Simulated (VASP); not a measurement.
# Zn (I4/mmm) in VASP: a series of runs

Zn is run at these levels: LDA; tasks: single point.

All numbers are computed with VASP 6.6.1; they aren't measurements. Logs are shortened: lines on timing, memory, paths and dates and some standing lists are left out, and cuts for length are marked.

### 1 The cell of the first run

The structure is tetragonal, space group I4/mmm (No. 139). Conventional cell: a = 2.971 Å, b = 2.971 Å, c = 3.011 Å, α = 90.00°, β = 90.00°, γ = 90.00°. Within 3.4 Å of Zn (site symmetry 4/mmm) lie 14 Zn at 2.58 to 3.01 Å.

### 2 Single point, LDA (normal strain along x -0.0133, normal strain along z -0.0133)

INCAR reads:

```
SYSTEM = Zn
  ALGO = Fast
  EDIFF = 1E-6
  ENCUT = 520
  ISIF = 2
  ISMEAR = 0
  LASPH = .TRUE.
  LCHARG = .TRUE.
  LELF = .TRUE.
  LREAL = .FALSE.
  LVHAR = .TRUE.
  LWAVE = .FALSE.
  NBANDS = 12
  NELM = 80
  PREC = Accurate
  SIGMA = 0.15
```

KPOINTS reads:

```
k-points
0
G
  20 20 20
  0 0 0
```

POSCAR reads:

```
Zn
1.0
   -1.4856136926      1.5056386871      1.4856136926
    1.4856136926     -1.5056386871      1.4856136926
    1.4856136926      1.5056386871     -1.4856136926
Zn
1
Direct
    0.0000000000      0.0000000000      0.0000000000
```

Potentials or basis: VASP PAW LDA potentials, release 64 (Zn).

The run is started by

```console
> cat potpaw_LDA.64/Zn/POTCAR > POTCAR
> mpirun -np 1 vasp_std > vasp.out
```

OUTCAR:

```text
SYSTEM = Zn
   EDIFF = 1E-6
   ENCUT = 520
   ISIF = 2
   ISMEAR = 0
   LASPH = .TRUE.
   LREAL = .FALSE.
   NELM = 80
   PREC = Accurate

 ion  position               nearest neighbor table
   1  0.000  0.000  0.000-

  LATTYP: Found a body centered tetragonal cell.
 ALAT       =     2.9712273852
 C/A-ratio  =     1.0134792743

  Lattice vectors:

 A1 = (  -1.4856136926,  -1.5056386871,   1.4856136926)
 A2 = (   1.4856136926,  -1.5056386871,  -1.4856136926)
 A3 = (   1.4856136926,   1.5056386871,   1.4856136926)

Analysis of symmetry for initial positions (statically):
=====================================================================
 Subroutine PRICEL returns:
 Original cell was already a primitive cell.

 Routine SETGRP: Setting up the symmetry group for a
 body centered tetragonal supercell.

 Subroutine GETGRP returns: Found 16 space group operations
 (whereof 16 operations were pure point group operations)
 out of a pool of 16 trial point group operations.

The static configuration has the point symmetry D_4h.

Analysis of symmetry for dynamics (positions and initial velocities):
=====================================================================
 Subroutine PRICEL returns:
 Original cell was already a primitive cell.

 Routine SETGRP: Setting up the symmetry group for a
 body centered tetragonal supercell.

 Subroutine GETGRP returns: Found 16 space group operations
 (whereof 16 operations were pure point group operations)
 out of a pool of 16 trial point group operations.

The dynamic configuration has the point symmetry D_4h.

 Subroutine INISYM returns: Found 16 space group operations
 (whereof 16 operations are pure point group operations),
 and found     1 'primitive' translations

----------------------------------------------------------------------------------------

                                     Primitive cell

  volume of cell :      13.2921

  direct lattice vectors                    reciprocal lattice vectors
    -1.485613693  1.505638687  1.485613693     0.000000000  0.332084984  0.336561249
     1.485613693 -1.505638687  1.485613693     0.336561249  0.000000000  0.336561249
     1.485613693  1.505638687 -1.485613693     0.336561249  0.332084984  0.000000000

  length of vectors
     2.584771546  2.584771546  2.584771546     0.472814881  0.475969483  0.472814881

  position of ions in fractional coordinates (direct lattice)
     0.000000000  0.000000000  0.000000000

  ion indices of the primitive-cell ions
   primitive index   ion index
                 1           1

----------------------------------------------------------------------------------------

 KPOINTS: k-points

Automatic generation of k-mesh.
 Grid dimensions read from file:
 generate k-points for:   20   20   20

 Generating k-lattice:

  Cartesian coordinates                     Fractional coordinates (reciprocal lattice)
     0.000000000  0.016604249  0.016828062     0.050000000  0.000000000 -0.000000000
     0.016828062  0.000000000  0.016828062     0.000000000  0.050000000  0.000000000
     0.016828062  0.016604249  0.000000000    -0.000000000  0.000000000  0.050000000

  Length of vectors
     0.023640744  0.023798474  0.023640744

  Shift w.r.t. Gamma in fractional coordinates (k-lattice)
     0.000000000  0.000000000  0.000000000

 Subroutine IBZKPT returns following result:
 ===========================================

 Found    641 irreducible k-points:

 Following reciprocal coordinates:
            Coordinates               Weight
  0.000000  0.000000  0.000000      1.000000
  0.050000  0.000000 -0.000000      8.000000
  0.100000  0.000000 -0.000000      8.000000
  0.150000  0.000000  0.000000      8.000000
  0.200000  0.000000 -0.000000      8.000000
  0.250000  0.000000  0.000000      8.000000
[... 16 lines left out ...]
 -0.450000  0.050000  0.000000     16.000000
 -0.400000  0.050000  0.000000     16.000000
 [... further k-points ...]
   k-points           NKPTS =    641   k-points in BZ     NKDIM =    641   number of bands    NBANDS=     12
   number of dos      NEDOS =    301   number of ions     NIONS =      1
   total plane-waves  NPLWV =   8000
   dimension x,y,z NGX =    20 NGY =   20 NGZ =   20
   dimension x,y,z NGXF=    40 NGYF=   40 NGZF=   40
   ions per type =               1
   NGX,Y,Z   is equivalent  to a cutoff of  12.86, 12.86, 12.86 a.u.
   NGXF,Y,Z  is equivalent  to a cutoff of  25.73, 25.73, 25.73 a.u.
 SYSTEM =  Zn
   PREC   = accura    normal or accurate (medium, high low for compatibility)
   ISTART =      0    job   : 0-new  1-cont  2-samecut
   ICHARG =      2    charge: 1-file 2-atom 10-const
   ISPIN  =      1    spin polarized calculation?
   LNONCOLLINEAR =      F non collinear calculations
   LSORBIT =      F    spin-orbit coupling
   LASPH  =      T    aspherical Exc in radial PAW
   ENCUT  =  520.0 eV  38.22 Ry    6.18 a.u.   4.81  4.81  4.81*2*pi/ulx,y,z
   NELM   =     80;   NELMIN=  2; NELMDL= -5     # of ELM steps
   EDIFF  = 0.1E-05   stopping-criterion for ELM
   LREAL  =      F    real-space projection
   EDIFFG = 0.1E-04   stopping-criterion for IOM
   NSW    =      0    number of steps for IOM
   IBRION =     -1    ionic relax: 0-MD 1-quasi-New 2-CG
   NFREE  =      0    steps in history (QN), initial steepest desc. (CG)
   ISIF   =      2    stress and relaxation
   ISYM   =      2    0-nonsym 1-usesym 2-fastsym
   POTIM  = 0.5000    time-step for ionic-motion
   TEBEG  =    0.0;   TEEND  =   0.0 temperature during run
   PSTRESS=    0.0 pullay stress
   NELECT =      12.0000    total number of electrons
   NUPDOWN=      -1.0000    fix difference up-down
   EMIN   =  10.00;   EMAX   =-10.00  energy-range for DOS
   EFERMI =   0.00;   METHOD = LEGACY
   ISMEAR =     0;   SIGMA  =   0.15  broadening in eV -4-tet -1-fermi 0-gaus
   EFERMI_NEDOS =   21; number of points for ismear=-14 and -15
   IALGO  =     68    algorithm
   IMIX   =      4    mixing-type and parameters
     AMIX     =   0.40;   BMIX     =  1.00
     AMIX_MAG =   1.60;   BMIX_MAG =  1.00
  volume/ion in A,a.u.               =      13.29        89.70
  Fermi-wavevector in a.u.,A,eV,Ry     =   1.582235  2.989991 34.061757  2.503468
  Thomas-Fermi vector in A             =   2.682189
   LORBIT       =      0    0 simple, 1 ext, 2 COOP (PROOUT), +10 PAW based schemes
   GGA     = CA    functional components
   LHFCALC =     F    Hartree Fock is set to
   AEXX    =    0.0000 exact exchange contribution
   IVDW    =     0    specifies the selected vdW correction
   LEPSILON=     F    determine dielectric tensor
   LRPA    =     F    only Hartree local field effects (RPA)
 non-spin polarized calculation
 RMM-DIIS sequential band-by-band and
 Gauss-broadening in eV      SIGMA  =   0.15
  energy-cutoff  :      520.00
  volume of cell :       13.29
 maximum number of plane-waves:       374
   NGX =  9   NGY =  9   NGZ =  9

 number of electron      12.0000007 magnetization

 Free energy of the ion-electron system (eV)
  ---------------------------------------------------
  ext. energy  EPLUGINS =         0.00000000
  ---------------------------------------------------
  free energy    TOTEN  =        -1.77469607 eV

  energy without entropy =       -1.77197977  energy(sigma->0) =       -1.77333792

 E-fermi :   4.1703     XC(G=0): -12.6357

 val. band max:        4.1607200850   @ k =  -0.4000  -0.4500   0.2000
 cond. band min:       4.1710129809   @ k =  -0.3500  -0.4500   0.2000
 fundamental gap:      0.0102928959
 Fermi energy:         4.1703461620

 k-point     1 :       0.0000    0.0000    0.0000
  band No.  band energies     occupation
      1      -7.5918      2.00000
      2      -4.2862      2.00000
      3      -4.2862      2.00000
      4      -4.2547      2.00000
      5      -3.6345      2.00000
      6      -3.6060      2.00000
      7      25.2416      0.00000
      8      25.4142      0.00000
      9      25.4142      0.00000
     10      26.0306      0.00000
     11      26.3576      0.00000
     12      26.3576      0.00000

 k-point     2 :       0.0500    0.0000   -0.0000
  band No.  band energies     occupation
      1      -7.5044      2.00000
      2      -4.2861      2.00000
      3      -4.2842      2.00000
      4      -4.2405      2.00000
      5      -3.6420      2.00000
      6      -3.6079      2.00000
      7      23.6586      0.00000
      8      24.6361      0.00000
      9      24.8319      0.00000
     10      25.6717      0.00000
     11      25.7425      0.00000
     12      26.0141      0.00000

 k-point     3 :       0.1000    0.0000   -0.0000
  band No.  band energies     occupation
      1      -7.2453      2.00000
      2      -4.3101      2.00000
      3      -4.2779      2.00000
      4      -4.1745      2.00000
      5      -3.6645      2.00000
      6      -3.6095      2.00000
      7      20.8841      0.00000
      8      23.2625      0.00000
      9      23.6500      0.00000
     10      24.7406      0.00000
     11      25.1475      0.00000
     12      26.1867      0.00000
[... 286 lines left out ...]
 k-point    23 :      -0.4500    0.0500    0.0000
  band No.  band energies     occupation
      1      -5.1239      2.00000
      2      -4.6365      2.00000
      3      -3.6773      2.00000
      4      -3.6010      2.00000
      5      -3.2934      2.00000
      6      -0.6511      2.00000
      7       5.1618      0.00000
      8      16.1103      0.00000
      9      17.5904      0.00000
     10      21.6646      0.00000
     11      23.5964      0.00000
     12      32.0522      0.00000

 k-point    24 :      -0.4000    0.0500    0.0000
  band No.  band energies     occupation
      1      -5.1187      2.00000
      2      -4.6013      2.00000
      3      -3.6947      2.00000
      4      -3.6104      2.00000
      5      -3.4135      2.00000
      6      -1.9186      2.00000
      7       7.1454      0.00000
      8      16.5246      0.00000
      9      17.9858      0.00000
     10      21.9079      0.00000
     11      23.7643      0.00000
     12      30.7232      0.00000

 [... further k-points ...]
[... 5 lines left out ...]
  --------------------------------------------------------------------------------------
  -------------------------------------------------------------------------------------
  Total        0.2730331      0.3350862      0.2730331      0.0000000     -0.0000000      0.0000000
  in kB       32.9104193     40.3900678     32.9104193      0.0000000     -0.0000000      0.0000000
  external PRESSURE =      35.4036355 kB  Pullay stress =       0.0000000 kB

 VOLUME and BASIS-vectors are now :
 -----------------------------------------------------------------------------
  energy-cutoff  :      520.00
  volume of cell :       13.29
      direct lattice vectors                 reciprocal lattice vectors
    -1.485613693  1.505638687  1.485613693     0.000000000  0.332084984  0.336561249
     1.485613693 -1.505638687  1.485613693     0.336561249  0.000000000  0.336561249
     1.485613693  1.505638687 -1.485613693     0.336561249  0.332084984  0.000000000

 POSITION                                       TOTAL-FORCE (eV/Angst)
 -----------------------------------------------------------------------------------
      0.00000      0.00000      0.00000        -0.000000      0.000000      0.000000
 -----------------------------------------------------------------------------------
    total drift:                                0.000000     -0.000000      0.000000

  FREE ENERGIE OF THE ION-ELECTRON SYSTEM (eV)
  ---------------------------------------------------
  free  energy   TOTEN  =        -1.7746960724 eV

  energy  without entropy=       -1.7719797725  energy(sigma->0) =       -1.77333792
```

Run time: 33 s. Hardware: 1 thread of Intel Xeon 6975P-C (Granite Rapids), shared host; peak memory 0.2 GiB.

Results:

- Free energy: -1.7747 eV
- Pressure: 3.5 GPa
- Band gap on the k mesh: zero (band 6 reaches 8.13 eV, above the bottom of band 7 at 3.23 eV)

Caveat: the cell differs from its parent crystal (normal strain along x -0.0133, normal strain along z -0.0133).

### 3 Single point, LDA (normal strain along x -0.0267, normal strain along z +0.0000)

INCAR, as its differences from that of step 2:

```diff
@@ -1,5 +1,6 @@
 SYSTEM = Zn
-  ALGO = Fast
+  ALGO = Normal
   EDIFF = 1E-6
   ENCUT = 520
+  GGA = CA
   ISIF = 2
@@ -13,3 +14,3 @@
   NBANDS = 12
-  NELM = 80
+  NELM = 100
   PREC = Accurate
```

KPOINTS is that of step 2.

POSCAR reads:

```
Zn
1.0
   -1.4654381342      1.5056386871      1.5056386871
    1.4654381342     -1.5056386871      1.5056386871
    1.4654381342      1.5056386871     -1.5056386871
Zn
1
Direct
    0.0000000000      0.0000000000      0.0000000000
```

Potentials or basis: VASP PAW LDA potentials, release 64 (Zn).

The run is started by

```console
> cat potpaw_LDA.64/Zn/POTCAR > POTCAR
> mpirun -np 1 vasp_std > vasp.out
```

It took 30 s on 1 thread of Intel Xeon 6975P-C (Granite Rapids), shared host; peak memory 0.2 GiB.

It converged, with:

* Free energy: -1.7754 eV
* Pressure: 3.6 GPa
* Band gap on the k mesh: zero (band 6 reaches 8.13 eV, above the bottom of band 7 at 3.09 eV)

Stress tensor (GPa, compression positive):
```
2.73 0.00 0.00
0.00 4.06 0.00
0.00 0.00 4.06
```

Levels at points of the mesh, in eV from the Fermi level:
| k point | band 3 | band 4 | band 5 | band 6 | band 7 | band 8 | band 9 | band 10 |
| --- | --- | --- | --- | --- | --- | --- | --- | --- |
| (0.00, 0.00, 0.00) | -8.41 | -8.41 | -7.81 | -7.75 | 20.89 | 20.89 | 21.57 | 22.09 |
| (0.50, 0.00, 0.00) | -7.85 | -7.75 | -7.35 | -3.51 | -1.07 | 12.78 | 14.10 | 16.98 |
| (0.00, 0.50, 0.00) | -7.80 | -7.70 | -7.34 | -3.34 | -0.77 | 12.10 | 13.35 | 16.33 |
| (0.50, 0.50, 0.50) | -7.45 | -7.45 | -7.43 | 3.97 | 3.97 | 4.90 | 8.68 | 8.92 |

Caveat: the cell differs from its parent crystal (normal strain along x -0.0267, normal strain along z +0.0000).

### 4 Single point, LDA (normal strain along x -0.0133, normal strain along z +0.0000)

INCAR reads:

```
SYSTEM = Zn
ALGO = Normal
EDIFF = 1E-7
ENCUT = 520
ISIF = 2
ISMEAR = 0
LASPH = .TRUE.
LCHARG = .FALSE.
LREAL = .FALSE.
LWAVE = .FALSE.
NBANDS = 12
NELM = 60
PREC = Accurate
SIGMA = 0.15
```

KPOINTS is that of step 3.

POSCAR reads:

```
Zn
1.0
   -1.4856136926      1.5056386871      1.5056386871
    1.4856136926     -1.5056386871      1.5056386871
    1.4856136926      1.5056386871     -1.5056386871
Zn
1
Direct
    0.0000000000      0.0000000000      0.0000000000
```

The run is started by

```console
> cat potpaw_LDA.64/Zn/POTCAR > POTCAR
> mpirun -np 1 vasp_std > vasp.out
```

It took 31 s on 1 thread of Intel Xeon 6975P-C (Granite Rapids), shared host; peak memory 0.2 GiB.

Results (log left out):

| Item | Value |
| --- | --- |
| Free energy | -1.7778 eV |
| Pressure | 2.0 GPa |
| Band gap on the k mesh | zero (band 6 reaches 8.14 eV, above the bottom of band 7 at 3.04 eV) |

Stress tensor (GPa, compression positive):
```
1.56 0.00 0.00
0.00 2.29 0.00
0.00 0.00 2.29
```

Levels at points of the mesh, in eV from the Fermi level:
| k point | band 2 | band 3 | band 4 | band 5 | band 6 | band 7 | band 8 | band 9 | band 10 | band 11 |
| --- | --- | --- | --- | --- | --- | --- | --- | --- | --- | --- |
| (0.00, 0.00, 0.00) | -8.40 | -8.37 | -8.37 | -7.76 | -7.73 | 20.87 | 20.87 | 21.14 | 21.90 | 21.90 |
| (0.50, 0.00, 0.00) | -8.75 | -7.80 | -7.71 | -7.32 | -3.39 | -1.00 | 12.42 | 13.74 | 16.62 | 18.58 |
| (0.00, 0.50, 0.00) | -8.78 | -7.77 | -7.69 | -7.31 | -3.31 | -0.85 | 12.09 | 13.37 | 16.31 | 18.27 |
| (0.50, 0.50, 0.50) | -9.11 | -7.42 | -7.42 | -7.41 | 4.10 | 4.10 | 4.55 | 8.73 | 8.98 | 9.35 |

Caveat: the cell differs from its parent crystal (normal strain along x -0.0133, normal strain along z +0.0000).

### 5 Overview

```csv
cell,gap on the mesh (eV),pressure (GPa)
"a = 2.585 Å, angles 109.8, 108.7, 109.8°, 1 atom",none,3.5
"a = 2.585 Å, angles 110.9, 108.7, 108.7°, 1 atom",none,3.6
"a = 2.596 Å, angles 110.2, 109.1, 109.1°, 1 atom",none,2.0
```

Alike in all rows: task single point; level LDA; potentials or basis VASP PAW LDA potentials, release 64 (Zn); no spin polarisation; k mesh 20 × 20 × 20; cutoff (eV) 520; smearing gaussian 0.15 eV.

Total energies depend on the potentials used, so only differences within one code and one set of settings carry meaning.
